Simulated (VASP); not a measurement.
Here is a VASP 6.6.1 calculation.

INCAR

```
SYSTEM = SrCl2
PREC     = Accurate       ! precision mode
ENCUT    = 520            ! plane-wave cutoff, eV
EDIFF    = 1E-8           ! SCF threshold, eV
ISMEAR   = -1             ! smearing method
SIGMA    = 0.01           ! smearing width, eV
LREAL    = .FALSE.        ! projectors in reciprocal space
LASPH    = .TRUE.         ! aspherical terms in the spheres
NELM     = 60             ! most SCF steps
ALGO     = Normal         ! electronic algorithm
ISIF     = 2              ! what is computed and relaxed
LWAVE    = .FALSE.        ! write WAVECAR
LCHARG   = .FALSE.        ! write CHGCAR
GGA      = CA             ! functional
LEFG     = .TRUE.       
NBANDS   = 19             ! bands
```

The input KPOINTS:

```
regular mesh
0
G
  8 8 8
  0 0 0
```

POSCAR

```
SrCl2
1.0
    0.0000000000      3.4855000000      3.4855000000
    3.4855000000      0.0000000000      3.4855000000
    3.4855000000      3.4855000000      0.0000000000
Sr Cl
1 2
Direct
    0.0000000000      0.0000000000      0.0000000000
    0.2500000000      0.2500000000      0.2500000000
    0.7500000000      0.7500000000      0.7500000000
```

Potentials or basis: VASP PAW LDA potentials, release 64 (Sr_sv, Cl).

Run with:

```sh
$ cat potpaw_LDA.64/Sr_sv/POTCAR potpaw_LDA.64/Cl/POTCAR > POTCAR
$ mpirun -np 1 vasp_std > vasp.out
```

Question: Predict the band gap on the k mesh.

Answer: 4.89 eV (least direct gap 5.15 eV).

Question: Predict the pressure.

Answer: -2.7 GPa.

A k mesh can miss the band edges.
